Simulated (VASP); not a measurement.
# Sc3Be (Pm-3m) in VASP: notebook

The runs below take Sc3Be through single point, relaxation of cell and atoms, with PBE.

All numbers are computed with VASP 6.6.1; they aren't measurements. Logs are shortened: lines on timing, memory, paths and dates and some standing lists are left out, and cuts for length are marked.

**1. The cell of the first run**

It takes space group Pm-3m (No. 221, cubic). The conventional cell has a = 4.311 Å, b = 4.311 Å, c = 4.311 Å, α = 90.00°, β = 90.00°, γ = 90.00°. Within 4.0 Å of Sc (site symmetry 4/mmm) lie 8 Sc at 3.05 Å and 4 Be at 3.05 Å. Within 4.0 Å of Be (site symmetry m-3m) lie 12 Sc at 3.05 Å.

**2. Single point, PBE**

File INCAR:

```
ALGO = Normal
EDIFF = 1E-6
ENCUT = 520
GGA = PE
ISIF = 2
ISMEAR = 0
LASPH = T
LCHARG = T
LELF = T
LREAL = F
LVHAR = T
LWAVE = F
NBANDS = 26
NELM = 80
PREC = Accurate
SIGMA = 0.1
```

File KPOINTS:

```
k-points
0
Gamma
  4 4 4
```

File POSCAR:

```
Sc3Be
1.0
    4.3109515640      0.0000000000      0.0000000000
    0.0000000000      4.3109515640      0.0000000000
    0.0000000000      0.0000000000      4.3109515640
Sc Be
3 1
Direct
    0.0000000000      0.5000000000      0.5000000000
    0.5000000000      0.0000000000      0.5000000000
    0.5000000000      0.5000000000      0.0000000000
    0.0000000000      0.0000000000      0.0000000000
```

Potentials or basis: VASP PAW PBE potentials, release 64 (Sc_sv, Be).

Command:

```
> cat potpaw_PBE.64/Sc_sv/POTCAR potpaw_PBE.64/Be/POTCAR > POTCAR
> mpirun -np 1 vasp_std > vasp.out
```

OUTCAR:

```text
EDIFF = 1E-6
   ENCUT = 520
   GGA = PE
   ISIF = 2
   ISMEAR = 0
   LASPH = T
   LREAL = F
   NELM = 80
   PREC = Accurate

 ion  position               nearest neighbor table
   1  0.000  0.500  0.500-   2 3.05   3 3.05   3 3.05   2 3.05   2 3.05   3 3.05   3 3.05   2 3.05

   2  0.500  0.000  0.500-   1 3.05   3 3.05   3 3.05   1 3.05   3 3.05   3 3.05   1 3.05   1 3.05

   3  0.500  0.500  0.000-   1 3.05   2 3.05   1 3.05   2 3.05   2 3.05   2 3.05   1 3.05   1 3.05

   4  0.000  0.000  0.000-

  LATTYP: Found a simple cubic cell.
 ALAT       =     4.3109515640

  Lattice vectors:

 A1 = (   4.3109515640,   0.0000000000,   0.0000000000)
 A2 = (   0.0000000000,   4.3109515640,   0.0000000000)
 A3 = (   0.0000000000,   0.0000000000,   4.3109515640)

Analysis of symmetry for initial positions (statically):
=====================================================================
 Subroutine PRICEL returns:
 Original cell was already a primitive cell.

 Routine SETGRP: Setting up the symmetry group for a
 simple cubic supercell.

 Subroutine GETGRP returns: Found 48 space group operations
 (whereof 48 operations were pure point group operations)
 out of a pool of 48 trial point group operations.

The static configuration has the point symmetry O_h .

Analysis of symmetry for dynamics (positions and initial velocities):
=====================================================================
 Subroutine PRICEL returns:
 Original cell was already a primitive cell.

 Routine SETGRP: Setting up the symmetry group for a
 simple cubic supercell.

 Subroutine GETGRP returns: Found 48 space group operations
 (whereof 48 operations were pure point group operations)
 out of a pool of 48 trial point group operations.

The dynamic configuration has the point symmetry O_h .

 Subroutine INISYM returns: Found 48 space group operations
 (whereof 48 operations are pure point group operations),
 and found     1 'primitive' translations

----------------------------------------------------------------------------------------

                                     Primitive cell

  volume of cell :      80.1160

  direct lattice vectors                    reciprocal lattice vectors
     4.310951564  0.000000000  0.000000000     0.231967348  0.000000000  0.000000000
     0.000000000  4.310951564  0.000000000     0.000000000  0.231967348  0.000000000
     0.000000000  0.000000000  4.310951564     0.000000000  0.000000000  0.231967348

  length of vectors
     4.310951564  4.310951564  4.310951564     0.231967348  0.231967348  0.231967348

  position of ions in fractional coordinates (direct lattice)
     0.000000000  0.500000000  0.500000000
     0.500000000  0.000000000  0.500000000
     0.500000000  0.500000000  0.000000000
     0.000000000  0.000000000  0.000000000

  ion indices of the primitive-cell ions
   primitive index   ion index
                 1           1
                 2           2
                 3           3
                 4           4

----------------------------------------------------------------------------------------

 KPOINTS: k-points

Automatic generation of k-mesh.
 Grid dimensions read from file:
 generate k-points for:    4    4    4

 Generating k-lattice:

  Cartesian coordinates                     Fractional coordinates (reciprocal lattice)
     0.057991837  0.000000000  0.000000000     0.250000000  0.000000000  0.000000000
     0.000000000  0.057991837  0.000000000     0.000000000  0.250000000  0.000000000
     0.000000000  0.000000000  0.057991837     0.000000000  0.000000000  0.250000000

  Length of vectors
     0.057991837  0.057991837  0.057991837

  Shift w.r.t. Gamma in fractional coordinates (k-lattice)
     0.000000000  0.000000000  0.000000000

 Subroutine IBZKPT returns following result:
 ===========================================

 Found     10 irreducible k-points:

 Following reciprocal coordinates:
            Coordinates               Weight
  0.000000  0.000000  0.000000      1.000000
  0.250000  0.000000  0.000000      6.000000
  0.500000  0.000000  0.000000      3.000000
  0.250000  0.250000  0.000000     12.000000
  0.500000  0.250000  0.000000     12.000000
  0.500000  0.500000  0.000000      3.000000
  0.250000  0.250000  0.250000      8.000000
  0.500000  0.250000  0.250000     12.000000
  0.500000  0.500000  0.250000      6.000000
  0.500000  0.500000  0.500000      1.000000
   k-points           NKPTS =     10   k-points in BZ     NKDIM =     10   number of bands    NBANDS=     26
   number of dos      NEDOS =    301   number of ions     NIONS =      4
   total plane-waves  NPLWV =  32768
   dimension x,y,z NGX =    32 NGY =   32 NGZ =   32
   dimension x,y,z NGXF=    64 NGYF=   64 NGZF=   64
   ions per type =               3   1
   NGX,Y,Z   is equivalent  to a cutoff of  12.34, 12.34, 12.34 a.u.
   NGXF,Y,Z  is equivalent  to a cutoff of  24.68, 24.68, 24.68 a.u.
 SYSTEM =  unknown system
   PREC   = accura    normal or accurate (medium, high low for compatibility)
   ISTART =      0    job   : 0-new  1-cont  2-samecut
   ICHARG =      2    charge: 1-file 2-atom 10-const
   ISPIN  =      1    spin polarized calculation?
   LNONCOLLINEAR =      F non collinear calculations
   LSORBIT =      F    spin-orbit coupling
   LASPH  =      T    aspherical Exc in radial PAW
   ENCUT  =  520.0 eV  38.22 Ry    6.18 a.u.   8.02  8.02  8.02*2*pi/ulx,y,z
   NELM   =     80;   NELMIN=  2; NELMDL= -5     # of ELM steps
   EDIFF  = 0.1E-05   stopping-criterion for ELM
   LREAL  =      F    real-space projection
   EDIFFG = 0.1E-04   stopping-criterion for IOM
   NSW    =      0    number of steps for IOM
   IBRION =     -1    ionic relax: 0-MD 1-quasi-New 2-CG
   NFREE  =      0    steps in history (QN), initial steepest desc. (CG)
   ISIF   =      2    stress and relaxation
   ISYM   =      2    0-nonsym 1-usesym 2-fastsym
   POTIM  = 0.5000    time-step for ionic-motion
   TEBEG  =    0.0;   TEEND  =   0.0 temperature during run
   PSTRESS=    0.0 pullay stress
   NELECT =      35.0000    total number of electrons
   NUPDOWN=      -1.0000    fix difference up-down
   EMIN   =  10.00;   EMAX   =-10.00  energy-range for DOS
   EFERMI =   0.00;   METHOD = LEGACY
   ISMEAR =     0;   SIGMA  =   0.10  broadening in eV -4-tet -1-fermi 0-gaus
   EFERMI_NEDOS =   21; number of points for ismear=-14 and -15
   IALGO  =     38    algorithm
   IMIX   =      4    mixing-type and parameters
     AMIX     =   0.40;   BMIX     =  1.00
     AMIX_MAG =   1.60;   BMIX_MAG =  1.00
  volume/ion in A,a.u.               =      20.03       135.16
  Fermi-wavevector in a.u.,A,eV,Ry     =   1.242199  2.347415 20.994570  1.543057
  Thomas-Fermi vector in A             =   2.376563
   LORBIT       =      0    0 simple, 1 ext, 2 COOP (PROOUT), +10 PAW based schemes
   GGA     = PE    functional components
   LHFCALC =     F    Hartree Fock is set to
   AEXX    =    0.0000 exact exchange contribution
   IVDW    =     0    specifies the selected vdW correction
   LEPSILON=     F    determine dielectric tensor
   LRPA    =     F    only Hartree local field effects (RPA)
 non-spin polarized calculation
 Gauss-broadening in eV      SIGMA  =   0.10
  energy-cutoff  :      520.00
  volume of cell :       80.12
 maximum number of plane-waves:      2176
   NGX = 17   NGY = 17   NGZ = 17

 number of electron      35.0000007 magnetization

 Free energy of the ion-electron system (eV)
  ---------------------------------------------------
  ext. energy  EPLUGINS =         0.00000000
  ---------------------------------------------------
  free energy    TOTEN  =       -21.97282921 eV

  energy without entropy =      -21.95383912  energy(sigma->0) =      -21.96333416

 E-fermi :   3.9842     XC(G=0): -10.0689

 val. band max:        3.9142331430   @ k =   0.2500   0.0000   0.0000
 cond. band min:       3.9996940222   @ k =   0.2500   0.2500   0.0000
 fundamental gap:      0.0854608792
 Fermi energy:         3.9841605675

 k-point     1 :       0.0000    0.0000    0.0000
  band No.  band energies     occupation
      1     -45.3537      2.00000
      2     -45.2180      2.00000
      3     -45.2180      2.00000
      4     -24.2066      2.00000
      5     -24.2066      2.00000
      6     -24.2066      2.00000
[... 18 lines left out ...]
     25       6.7428      0.00000
     26       7.7480      0.00000

 k-point     2 :       0.2500    0.0000    0.0000
  band No.  band energies     occupation
      1     -45.3364      2.00000
      2     -45.2353      2.00000
      3     -45.2178      2.00000
      4     -24.1684      2.00000
      5     -24.1684      2.00000
      6     -24.1429      2.00000
[... 18 lines left out ...]
     25       7.1072      0.00000
     26       7.1072      0.00000

 k-point     3 :       0.5000    0.0000    0.0000
  band No.  band energies     occupation
      1     -45.3084      2.00000
      2     -45.2631      2.00000
      3     -45.2176      2.00000
      4     -24.1187      2.00000
      5     -24.1187      2.00000
      6     -24.0013      2.00000
[... 18 lines left out ...]
     25       6.6811      0.00000
     26       6.6829      0.00000

 k-point     4 :       0.2500    0.2500    0.0000
  band No.  band energies     occupation
      1     -45.3210      2.00000
      2     -45.2404      2.00000
      3     -45.2276      2.00000
      4     -24.2029      2.00000
      5     -24.1275      2.00000
      6     -24.0402      2.00000
[... 18 lines left out ...]
     25       7.0575      0.00000
     26       7.2399      0.00000

 k-point     5 :       0.5000    0.2500    0.0000
  band No.  band energies     occupation
      1     -45.2949      2.00000
      2     -45.2629      2.00000
      3     -45.2308      2.00000
      4     -24.1819      2.00000
      5     -24.0713      2.00000
      6     -24.0544      2.00000
[... 18 lines left out ...]
     25       6.9289      0.00000
     26       7.2392      0.00000

 k-point     6 :       0.5000    0.5000    0.0000
  band No.  band energies     occupation
      1     -45.2628      2.00000
      2     -45.2626      2.00000
      3     -45.2626      2.00000
      4     -24.2215      2.00000
      5     -24.1155      2.00000
      6     -23.9894      2.00000
[... 18 lines left out ...]
     25       6.3925      0.00000
     26       6.5531      0.00000

 k-point     7 :       0.2500    0.2500    0.2500
  band No.  band energies     occupation
      1     -45.3081      2.00000
      2     -45.2402      2.00000
      3     -45.2402      2.00000
      4     -24.2737      2.00000
      5     -24.0381      2.00000
      6     -24.0381      2.00000
[... 18 lines left out ...]
     25       7.0325      0.00000
     26       7.0663      0.00000

 k-point     8 :       0.5000    0.2500    0.2500
  band No.  band energies     occupation
      1     -45.2853      2.00000
      2     -45.2626      2.00000
      3     -45.2400      2.00000
      4     -24.2943      2.00000
      5     -24.0624      2.00000
      6     -24.0381      2.00000
[... 18 lines left out ...]
     25       6.6358      0.00000
     26       7.0323      0.00000

 k-point     9 :       0.5000    0.5000    0.2500
  band No.  band energies     occupation
      1     -45.2625      2.00000
      2     -45.2624      2.00000
      3     -45.2624      2.00000
      4     -24.3534      2.00000
      5     -24.1146      2.00000
      6     -24.0490      2.00000
[... 18 lines left out ...]
     25       6.6455      0.00000
     26       6.6458      0.00000

 k-point    10 :       0.5000    0.5000    0.5000
  band No.  band energies     occupation
      1     -45.2621      2.00000
      2     -45.2621      2.00000
      3     -45.2621      2.00000
      4     -24.4360      2.00000
      5     -24.1137      2.00000
      6     -24.1137      2.00000
[... 18 lines left out ...]
     25       6.4810      0.00000
     26       6.4810      0.00000

------------------------ aborting loop because EDIFF is reached ----------------------------------------

  FORCE on cell =-STRESS in cart. coord.  units (eV):
  Direction    XX          YY          ZZ          XY          YZ          ZX
  --------------------------------------------------------------------------------------
  -------------------------------------------------------------------------------------
  Total        0.0715434      0.0715434      0.0715434     -0.0000000      0.0000000     -0.0000000
  in kB        1.4307402      1.4307402      1.4307402     -0.0000000      0.0000000     -0.0000000
  external PRESSURE =       1.4307402 kB  Pullay stress =       0.0000000 kB

 VOLUME and BASIS-vectors are now :
 -----------------------------------------------------------------------------
  energy-cutoff  :      520.00
  volume of cell :       80.12
      direct lattice vectors                 reciprocal lattice vectors
     4.310951564  0.000000000  0.000000000     0.231967348  0.000000000  0.000000000
     0.000000000  4.310951564  0.000000000     0.000000000  0.231967348  0.000000000
     0.000000000  0.000000000  4.310951564     0.000000000  0.000000000  0.231967348

 POSITION                                       TOTAL-FORCE (eV/Angst)
 -----------------------------------------------------------------------------------
      0.00000      2.15548      2.15548         0.000000      0.000000      0.000000
      2.15548      0.00000      2.15548         0.000000      0.000000      0.000000
      2.15548      2.15548      0.00000         0.000000      0.000000      0.000000
      0.00000      0.00000      0.00000         0.000000      0.000000      0.000000
 -----------------------------------------------------------------------------------
    total drift:                                0.000000     -0.000000     -0.000000

  FREE ENERGIE OF THE ION-ELECTRON SYSTEM (eV)
  ---------------------------------------------------
  free  energy   TOTEN  =       -21.9728292067 eV

  energy  without entropy=      -21.9538391194  energy(sigma->0) =      -21.96333416
```

Wall time 15 s (1 thread of AMD EPYC 7R13 (Zen 3), shared host); peak memory 0.14 GiB.

Results:

```
Free energy            : -21.9728 eV
Pressure               : 0.1 GPa
Band gap on the k mesh : zero (an odd number of electrons rules out a gap without spin polarisation)
```

Levels at points of the mesh, in eV from the Fermi level:
```csv
k point,band 13,band 14,band 15,band 16,band 17,band 18,band 19,band 20,band 21,band 22
"(0.00, 0.00, 0.00)",-5.79,-2.51,-0.58,-0.58,-0.30,-0.30,-0.30,1.43,1.43,1.43
"(0.50, 0.00, 0.00)",-3.93,-3.61,-1.30,-0.35,-0.35,0.11,0.70,1.12,1.12,1.86
"(0.50, 0.50, 0.00)",-2.88,-2.17,-2.17,-1.34,-0.45,0.31,0.60,0.60,1.38,1.38
"(0.50, 0.50, 0.50)",-3.15,-1.27,-1.27,-1.27,-0.28,-0.28,-0.28,0.66,1.57,1.57
```

Caveat: the k points lie up to 0.36 Å⁻¹ apart, too coarse for converged energies and pressures of a metal.

[end of part 1 of 2]
